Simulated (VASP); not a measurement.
# ZnO (Fm-3m) in VASP: a series of runs

ZnO is run at these levels: PBE+D3(BJ), PBE; tasks: single point.

Everything below comes from runs of VASP 6.6.1. Logs are shortened: lines on timing, memory, paths and dates and some standing lists are left out, and cuts for length are marked.

### 1 The cell of the first run

It takes space group Fm-3m (No. 225, cubic). Conventional cell: a = 4.196 Å, b = 4.196 Å, c = 4.196 Å, α = 90.00°, β = 90.00°, γ = 90.00°. Within 2.8 Å of Zn (site symmetry m-3m) lie 6 O at 2.10 Å. O (site symmetry m-3m) has 6 Zn at 2.10 Å within 2.8 Å.

### 2 Single point, PBE+D3(BJ)

Contents of INCAR:

```
SYSTEM = ZnO
ALGO = Normal
EDIFF = 1E-6
ENCUT = 910
GGA = PE
GGA_COMPAT = .False.
ISIF = 2
ISMEAR = 0
IVDW = 12
LASPH = .True.
LCHARG = .False.
LREAL = .False.
LWAVE = .False.
NBANDS = 16
NELM = 120
PREC = Accurate
SIGMA = 0.02
```

Contents of KPOINTS:

```
k-points
0
Gamma
  12 12 12
  0 0 0
```

Contents of POSCAR:

```
ZnO
1.0
    0.0000000000      2.0978634485      2.0978634485
    2.0978634485      0.0000000000      2.0978634485
    2.0978634485      2.0978634485      0.0000000000
Zn O
1 1
Direct
    0.0000000000      0.0000000000      0.0000000000
    0.5000000000      0.5000000000      0.5000000000
```

Potentials or basis: VASP PAW PBE potentials, release 64 (Zn, O_h).

Started as:

```sh
$ cat potpaw_PBE.64/Zn/POTCAR potpaw_PBE.64/O_h/POTCAR > POTCAR
$ mpirun -np 1 vasp_std > vasp.out
```

OUTCAR:

```text
SYSTEM = ZnO
   EDIFF = 1E-6
   ENCUT = 910
   GGA = PE
   ISIF = 2
   ISMEAR = 0
   IVDW = 12
   LASPH = .True.
   LREAL = .False.
   NELM = 120
   PREC = Accurate
 IVDW          = 12

 ion  position               nearest neighbor table
   1  0.000  0.000  0.000-   2 2.10   2 2.10   2 2.10   2 2.10   2 2.10   2 2.10
   2  0.500  0.500  0.500-   1 2.10   1 2.10   1 2.10   1 2.10   1 2.10   1 2.10

  LATTYP: Found a face centered cubic cell.
 ALAT       =     4.1957268970

  Lattice vectors:

 A1 = (   0.0000000000,   2.0978634485,   2.0978634485)
 A2 = (   2.0978634485,   0.0000000000,   2.0978634485)
 A3 = (   2.0978634485,   2.0978634485,   0.0000000000)

Analysis of symmetry for initial positions (statically):
=====================================================================
 Subroutine PRICEL returns:
 Original cell was already a primitive cell.

 Routine SETGRP: Setting up the symmetry group for a
 face centered cubic supercell.

 Subroutine GETGRP returns: Found 48 space group operations
 (whereof 48 operations were pure point group operations)
 out of a pool of 48 trial point group operations.

The static configuration has the point symmetry O_h .

Analysis of symmetry for dynamics (positions and initial velocities):
=====================================================================
 Subroutine PRICEL returns:
 Original cell was already a primitive cell.

 Routine SETGRP: Setting up the symmetry group for a
 face centered cubic supercell.

 Subroutine GETGRP returns: Found 48 space group operations
 (whereof 48 operations were pure point group operations)
 out of a pool of 48 trial point group operations.

The dynamic configuration has the point symmetry O_h .

 Subroutine INISYM returns: Found 48 space group operations
 (whereof 48 operations are pure point group operations),
 and found     1 'primitive' translations

----------------------------------------------------------------------------------------

                                     Primitive cell

  volume of cell :      18.4655

  direct lattice vectors                    reciprocal lattice vectors
     0.000000000  2.097863449  2.097863449    -0.238337724  0.238337724  0.238337724
     2.097863449  0.000000000  2.097863449     0.238337724 -0.238337724  0.238337724
     2.097863449  2.097863449  0.000000000     0.238337724  0.238337724 -0.238337724

  length of vectors
     2.966826941  2.966826941  2.966826941     0.412813048  0.412813048  0.412813048

  position of ions in fractional coordinates (direct lattice)
     0.000000000  0.000000000  0.000000000
     0.500000000  0.500000000  0.500000000

  ion indices of the primitive-cell ions
   primitive index   ion index
                 1           1
                 2           2

----------------------------------------------------------------------------------------

 KPOINTS: k-points

Automatic generation of k-mesh.
 Grid dimensions read from file:
 generate k-points for:   12   12   12

 Generating k-lattice:

  Cartesian coordinates                     Fractional coordinates (reciprocal lattice)
    -0.019861477  0.019861477  0.019861477     0.083333333  0.000000000  0.000000000
     0.019861477 -0.019861477  0.019861477     0.000000000  0.083333333  0.000000000
     0.019861477  0.019861477 -0.019861477     0.000000000  0.000000000  0.083333333

  Length of vectors
     0.034401087  0.034401087  0.034401087

  Shift w.r.t. Gamma in fractional coordinates (k-lattice)
     0.000000000  0.000000000  0.000000000

 Subroutine IBZKPT returns following result:
 ===========================================

 Found     72 irreducible k-points:

 Following reciprocal coordinates:
            Coordinates               Weight
  0.000000  0.000000  0.000000      1.000000
  0.083333  0.000000  0.000000      8.000000
  0.166667  0.000000  0.000000      8.000000
  0.250000  0.000000  0.000000      8.000000
  0.333333  0.000000  0.000000      8.000000
  0.416667  0.000000  0.000000      8.000000
[... 16 lines left out ...]
  0.500000  0.166667  0.000000     24.000000
 -0.416667  0.166667  0.000000     24.000000
 [... further k-points ...]
   k-points           NKPTS =     72   k-points in BZ     NKDIM =     72   number of bands    NBANDS=     16
   number of dos      NEDOS =    301   number of ions     NIONS =      2
   total plane-waves  NPLWV =  27000
   dimension x,y,z NGX =    30 NGY =   30 NGZ =   30
   dimension x,y,z NGXF=    60 NGYF=   60 NGZF=   60
   ions per type =               1   1
   NGX,Y,Z   is equivalent  to a cutoff of  16.81, 16.81, 16.81 a.u.
   NGXF,Y,Z  is equivalent  to a cutoff of  33.62, 33.62, 33.62 a.u.
 SYSTEM =  ZnO
   PREC   = accura    normal or accurate (medium, high low for compatibility)
   ISTART =      0    job   : 0-new  1-cont  2-samecut
   ICHARG =      2    charge: 1-file 2-atom 10-const
   ISPIN  =      1    spin polarized calculation?
   LNONCOLLINEAR =      F non collinear calculations
   LSORBIT =      F    spin-orbit coupling
   LASPH  =      T    aspherical Exc in radial PAW
   ENCUT  =  910.0 eV  66.88 Ry    8.18 a.u.   7.30  7.30  7.30*2*pi/ulx,y,z
   NELM   =    120;   NELMIN=  2; NELMDL= -5     # of ELM steps
   EDIFF  = 0.1E-05   stopping-criterion for ELM
   LREAL  =      F    real-space projection
   EDIFFG = 0.1E-04   stopping-criterion for IOM
   NSW    =      0    number of steps for IOM
   IBRION =     -1    ionic relax: 0-MD 1-quasi-New 2-CG
   NFREE  =      0    steps in history (QN), initial steepest desc. (CG)
   ISIF   =      2    stress and relaxation
   ISYM   =      2    0-nonsym 1-usesym 2-fastsym
   POTIM  = 0.5000    time-step for ionic-motion
   TEBEG  =    0.0;   TEEND  =   0.0 temperature during run
   PSTRESS=    0.0 pullay stress
   NELECT =      18.0000    total number of electrons
   NUPDOWN=      -1.0000    fix difference up-down
   EMIN   =  10.00;   EMAX   =-10.00  energy-range for DOS
   EFERMI =   0.00;   METHOD = LEGACY
   ISMEAR =     0;   SIGMA  =   0.02  broadening in eV -4-tet -1-fermi 0-gaus
   EFERMI_NEDOS =   21; number of points for ismear=-14 and -15
   IALGO  =     38    algorithm
   IMIX   =      4    mixing-type and parameters
     AMIX     =   0.40;   BMIX     =  1.00
     AMIX_MAG =   1.60;   BMIX_MAG =  1.00
  volume/ion in A,a.u.               =       9.23        62.31
  Fermi-wavevector in a.u.,A,eV,Ry     =   1.623224  3.067449 35.849394  2.634856
  Thomas-Fermi vector in A             =   2.716709
   LORBIT       =      0    0 simple, 1 ext, 2 COOP (PROOUT), +10 PAW based schemes
   GGA     = PE    functional components
   LHFCALC =     F    Hartree Fock is set to
   AEXX    =    0.0000 exact exchange contribution
   IVDW    =    12    specifies the selected vdW correction
   LEPSILON=     F    determine dielectric tensor
   LRPA    =     F    only Hartree local field effects (RPA)
 non-spin polarized calculation
 Gauss-broadening in eV      SIGMA  =   0.02
  energy-cutoff  :      910.00
  volume of cell :       18.47
 maximum number of plane-waves:      1174
 NGX is ok and might be reduce to    30

 number of electron      18.0000001 magnetization

 Free energy of the ion-electron system (eV)
  ---------------------------------------------------
  ext. energy  EPLUGINS =         0.00000000
  ---------------------------------------------------
  free energy    TOTEN  =        -8.52214712 eV

  energy without entropy =       -8.52214712  energy(sigma->0) =       -8.52214712

 E-fermi :   3.9447     XC(G=0): -12.6411

 val. band max:        3.7985560265   @ k =   0.5000   0.0000   0.0000
 cond. band min:       4.9582976891   @ k =   0.0000   0.0000   0.0000
 fundamental gap:      1.1597416626
 Fermi energy:         3.9446683264

 k-point     1 :       0.0000    0.0000    0.0000
  band No.  band energies     occupation
      1     -15.3803      2.00000
      2      -1.1827      2.00000
      3      -1.1827      2.00000
      4      -1.1827      2.00000
      5      -0.9383      2.00000
      6      -0.9383      2.00000
[... 8 lines left out ...]
     15      24.0490      0.00000
     16      24.0490      0.00000

 k-point     2 :       0.0833    0.0000    0.0000
  band No.  band energies     occupation
      1     -15.2946      2.00000
      2      -1.2506      2.00000
      3      -1.1897      2.00000
      4      -1.1897      2.00000
      5      -1.0280      2.00000
      6      -1.0280      2.00000
[... 8 lines left out ...]
     15      23.9416      0.00000
     16      23.9416      0.00000

 k-point     3 :       0.1667    0.0000    0.0000
  band No.  band energies     occupation
      1     -15.0505      2.00000
      2      -1.5577      2.00000
      3      -1.4117      2.00000
      4      -1.4117      2.00000
      5      -1.0262      2.00000
      6      -1.0262      2.00000
[... 8 lines left out ...]
     15      24.3464      0.00000
     16      24.3464      0.00000

 k-point     4 :       0.2500    0.0000    0.0000
  band No.  band energies     occupation
      1     -14.6897      2.00000
      2      -2.2778      2.00000
      3      -1.7468      2.00000
      4      -1.7468      2.00000
      5      -0.9235      2.00000
      6      -0.9235      2.00000
[... 8 lines left out ...]
     15      25.3370      0.00000
     16      25.3370      0.00000

 k-point     5 :       0.3333    0.0000    0.0000
  band No.  band energies     occupation
      1     -14.2892      2.00000
      2      -3.1740      2.00000
      3      -2.0400      2.00000
      4      -2.0400      2.00000
      5      -0.8118      2.00000
      6      -0.8118      2.00000
[... 8 lines left out ...]
     15      26.7224      0.00000
     16      26.7224      0.00000

 k-point     6 :       0.4167    0.0000    0.0000
  band No.  band energies     occupation
      1     -13.9632      2.00000
      2      -3.8659      2.00000
      3      -2.2338      2.00000
      4      -2.2338      2.00000
      5      -0.7277      2.00000
      6      -0.7277      2.00000
[... 8 lines left out ...]
     15      28.2769      0.00000
     16      28.2769      0.00000

 k-point     7 :       0.5000    0.0000    0.0000
  band No.  band energies     occupation
      1     -13.8352      2.00000
      2      -4.1241      2.00000
      3      -2.3012      2.00000
      4      -2.3012      2.00000
      5      -0.6965      2.00000
      6      -0.6965      2.00000
[... 8 lines left out ...]
     15      29.2011      0.00000
     16      29.2011      0.00000

 k-point     8 :       0.0833    0.0833    0.0000
  band No.  band energies     occupation
      1     -15.2670      2.00000
      2      -1.2457      2.00000
      3      -1.2161      2.00000
      4      -1.1896      2.00000
      5      -1.1896      2.00000
      6      -0.9230      2.00000
[... 8 lines left out ...]
     15      24.9953      0.00000
     16      25.6348      0.00000

 k-point     9 :       0.1667    0.0833    0.0000
  band No.  band energies     occupation
      1     -15.0784      2.00000
      2      -1.6296      2.00000
      3      -1.3458      2.00000
      4      -1.2590      2.00000
      5      -1.1317      2.00000
      6      -0.9348      2.00000
[... 8 lines left out ...]
     15      25.1730      0.00000
     16      26.2918      0.00000
[... 172 lines left out ...]
 k-point    19 :       0.1667    0.1667    0.0000
  band No.  band energies     occupation
      1     -14.9555      2.00000
      2      -1.9604      2.00000
      3      -1.3075      2.00000
      4      -1.1854      2.00000
      5      -1.1854      2.00000
      6      -0.8809      2.00000
[... 8 lines left out ...]
     15      28.2861      0.00000
     16      28.3967      0.00000

 k-point    20 :       0.2500    0.1667    0.0000
  band No.  band energies     occupation
      1     -14.7033      2.00000
      2      -2.3564      2.00000
      3      -1.4655      2.00000
      4      -1.2812      2.00000
      5      -1.1227      2.00000
      6      -0.8352      2.00000
[... 8 lines left out ...]
     15      28.2962      0.00000
     16      28.8877      0.00000

 k-point    21 :       0.3333    0.1667    0.0000
  band No.  band energies     occupation
      1     -14.3719      2.00000
      2      -2.7798      2.00000
      3      -1.7829      2.00000
      4      -1.5471      2.00000
      5      -1.0225      2.00000
      6      -0.7482      2.00000
[... 8 lines left out ...]
     15      28.2886      0.00000
     16      29.3135      0.00000

 k-point    22 :       0.4167    0.1667    0.0000
  band No.  band energies     occupation
      1     -14.0415      2.00000
      2      -3.2246      2.00000
      3      -2.1038      2.00000
      4      -1.8377      2.00000
      5      -0.9047      2.00000
      6      -0.6816      2.00000
[... 8 lines left out ...]
     15      28.3746      0.00000
     16      29.9638      0.00000

 k-point    23 :       0.5000    0.1667    0.0000
  band No.  band energies     occupation
      1     -13.8137      2.00000
      2      -3.5760      2.00000
      3      -2.2562      2.00000
      4      -2.0635      2.00000
      5      -0.7905      2.00000
      6      -0.6688      2.00000
[... 8 lines left out ...]
     15      28.1630      0.00000
     16      29.7259      0.00000

 k-point    24 :      -0.4167    0.1667    0.0000
  band No.  band energies     occupation
      1     -13.7744      2.00000
      2      -3.6630      2.00000
      3      -2.2268      2.00000
      4      -2.1842      2.00000
      5      -0.7148      2.00000
      6      -0.7093      2.00000
[... 8 lines left out ...]
     15      27.5789      0.00000
     16      28.0967      0.00000

 [... further k-points ...]

------------------------ aborting loop because EDIFF is reached ----------------------------------------

 Edisp (eV)   -0.57768

 E8    (eV) :    -0.2167

  FORCE on cell =-STRESS in cart. coord.  units (eV):
  Direction    XX          YY          ZZ          XY          YZ          ZX
  --------------------------------------------------------------------------------------
  -------------------------------------------------------------------------------------
  Total       1.77802     1.77802     1.77802    -0.00000     0.00000     0.00000
  in kB     154.27114   154.27114   154.27114    -0.00000     0.00000     0.00000
  external pressure =      154.27 kB  Pullay stress =        0.00 kB

 VOLUME and BASIS-vectors are now :
 -----------------------------------------------------------------------------
  energy-cutoff  :      910.00
  volume of cell :       18.47
      direct lattice vectors                 reciprocal lattice vectors
     0.000000000  2.097863449  2.097863449    -0.238337724  0.238337724  0.238337724
     2.097863449  0.000000000  2.097863449     0.238337724 -0.238337724  0.238337724
     2.097863449  2.097863449  0.000000000     0.238337724  0.238337724 -0.238337724

 POSITION                                       TOTAL-FORCE (eV/Angst)
 -----------------------------------------------------------------------------------
      0.00000      0.00000      0.00000        -0.000000      0.000000      0.000000
      2.09786      2.09786      2.09786         0.000000     -0.000000     -0.000000
 -----------------------------------------------------------------------------------
    total drift:                                0.000000      0.000000      0.000000

  FREE ENERGIE OF THE ION-ELECTRON SYSTEM (eV)
  ---------------------------------------------------
  free  energy   TOTEN  =        -9.0998270339 eV

  energy  without entropy=       -9.0998270339  energy(sigma->0) =       -9.09982703
```

Wall time 62 s (1 thread of AMD EPYC 7R43 (Zen 3), shared host); peak memory 0.18 GiB.

What came out:

| Quantity | Value |
| --- | --- |
| Free energy | -9.0998 eV |
| Pressure | 15.4 GPa |
| Band gap on the k mesh | 1.16 eV, indirect (least direct gap 2.77 eV) |
| Dispersion energy per atom | -0.289 eV |

Levels at points of the mesh, in eV from the valence-band top:
```
           k point  band 5  band 6  band 7  band 8  band 9  band 10  band 11  band 12  band 13  band 14
(0.00, 0.00, 0.00)   -4.74   -4.74   -1.61   -1.61   -1.61     1.16    18.33    18.33    18.33    18.50
(0.50, 0.00, 0.00)   -4.50   -4.50   -3.67    0.00    0.00     5.51     9.61    13.12    13.12    19.92
(0.50, 0.50, 0.00)   -4.37   -4.37   -3.98   -3.14   -3.14     4.49    11.04    11.38    16.02    16.02
```

Caveat: the cutoff is under 1.25 times the usual one of these potentials, so pressure, stress and relaxed cells hold a basis-set (Pulay) error. A k mesh can miss the band edges.

### 3 Single point, PBE

Contents of INCAR:

```
ALGO = Normal ; EDIFF = 1E-6
ENCUT = 910 ; GGA = PE
GGA_COMPAT = F ; ISIF = 2
ISMEAR = 0 ; LASPH = T
LCHARG = F ; LREAL = F
LWAVE = F ; NBANDS = 16
NELM = 120 ; PREC = Accurate
SIGMA = 0.02
```

Contents of KPOINTS:

```
k-points
0
Gamma
  12 12 12
```

POSCAR is that of step 2.

Potentials or basis: VASP PAW PBE potentials, release 64 (Zn, O_h).

Started as:

```sh
$ cat potpaw_PBE.64/Zn/POTCAR potpaw_PBE.64/O_h/POTCAR > POTCAR
$ mpirun -np 1 vasp_std > vasp.out
```

It took 59 s on 1 thread of Intel Xeon Platinum 8488C (Sapphire Rapids), shared host; peak memory 0.2 GiB.

It converged, with:

- Free energy: -8.5221 eV
- Pressure: 20.6 GPa
- Band gap on the k mesh: 1.16 eV, indirect (least direct gap 2.77 eV)

Levels at points of the mesh, in eV from the valence-band top:
```csv
k point,band 7,band 8,band 9,band 10,band 11,band 12
"(0.00, 0.00, 0.00)",-1.61,-1.61,-1.61,1.16,18.33,18.33
"(0.50, 0.00, 0.00)",-3.67,0.00,0.00,5.51,9.61,13.12
"(0.50, 0.50, 0.00)",-3.98,-3.14,-3.14,4.49,11.04,11.38
```

Caveat: the cutoff is under 1.25 times the usual one of these potentials, so pressure, stress and relaxed cells hold a basis-set (Pulay) error. A k mesh can miss the band edges.
